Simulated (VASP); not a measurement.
Wanted: the native input for a VASP 6.6.1 run.

```
Task                   : single point
Functional             : LDA
Potentials or basis    : VASP PAW LDA potentials, release 64 (K_sv, I)
Cutoff                 : 520 eV
k mesh                 : 6 × 6 × 6
Occupations            : gaussian, width 0.05 eV
Spin                   : no spin polarisation
Dipole correction      : no
Further INCAR settings : ALGO = Normal; EDIFF = 1e-07; NBANDS = 15
```

The structure of KI lies in POSCAR:

```
KI
1.0
    0.0000000000      3.5020028408      3.4109309835
    3.5020028408      0.0000000000      3.4109309835
    3.5020028408      3.5020028408      0.0000000000
K I
1 1
Direct
    0.0000000000      0.0000000000      0.0000000000
    0.5000000000      0.5000000000      0.5000000000
```

One way to write it, as run:

INCAR

```
PREC = Accurate
ENCUT = 520
EDIFF = 1E-7
ISMEAR = 0
SIGMA = 0.05
LREAL = F
LASPH = T
NELM = 80
ALGO = Normal
ISIF = 2
LWAVE = F
LCHARG = F
GGA = CA
NBANDS = 15
```

KPOINTS

```
Automatic mesh
0
Gamma
  6 6 6
```

Potentials or basis: VASP PAW LDA potentials, release 64 (K_sv, I).

Command:

```sh
$ cat potpaw_LDA.64/K_sv/POTCAR potpaw_LDA.64/I/POTCAR > POTCAR
$ mpirun -np 1 vasp_std > vasp.out
```

It gave:

```
Pressure               : -0.7 GPa
Band gap on the k mesh : 3.73 eV
```

Caveat: spin-orbit coupling is left out, which moves the levels of the heavy elements.

Wall time 75 s on 1 thread of AMD EPYC 7R13, on a shared host, peak memory 0.16 GiB.
